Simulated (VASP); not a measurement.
Wanted: the native input for a VASP 6.6.1 run.

```
Task                   : single point
Functional             : PBE
Potentials or basis    : VASP PAW PBE potentials, release 64 (P, C)
Cutoff                 : 520 eV
k mesh                 : 8 × 8 × 14
Occupations            : gaussian, width 0.1 eV
Spin                   : no spin polarisation
Dipole correction      : no
Further INCAR settings : ALGO = Normal; EDIFF = 1e-07; NBANDS = 20
```

The structure of P4C lies in POSCAR:

```
P4C
1.0
    3.3840356856     -5.0740282257      0.0000000000
    3.3840356856      5.0740282257      0.0000000000
    0.0000000000      0.0000000000      2.7445373595
P C
4 1
Direct
    0.8094492743      0.8094492743      0.5000000000
    0.1905507257      0.1905507257      0.5000000000
    0.6060447648      0.3939552352      0.0000000000
    0.3939552352      0.6060447648      0.0000000000
    0.0000000000      0.0000000000      0.0000000000
```

The cell was generated, and may not be a known phase.

These files were run (other wordings do the same):

INCAR

```
SYSTEM = P4C
ALGO = Normal ; EDIFF = 1E-7
ENCUT = 520 ; GGA = PE
ISIF = 2 ; ISMEAR = 0
LASPH = .TRUE. ; LCHARG = .FALSE.
LREAL = .FALSE. ; LWAVE = .FALSE.
NBANDS = 20 ; NELM = 80
PREC = Accurate ; SIGMA = 0.1
```

KPOINTS

```
k-points
0
G
  8 8 14
  0 0 0
```

Potentials or basis: VASP PAW PBE potentials, release 64 (P, C).

The run is started by

```sh
$ cat potpaw_PBE.64/P/POTCAR potpaw_PBE.64/C/POTCAR > POTCAR
$ mpirun -np 1 vasp_std > vasp.out
```

It gave:

The pressure is -0.3 GPa and the largest force is 0.063 eV/Å. The band gap on the k mesh is zero (bands 12 and 13 overlap by 3.96 eV).

It took 2.7 min on 1 thread of AMD EPYC 9R45 96-Core Processor (Zen 5), on a shared host, peak memory 0.35 GiB.
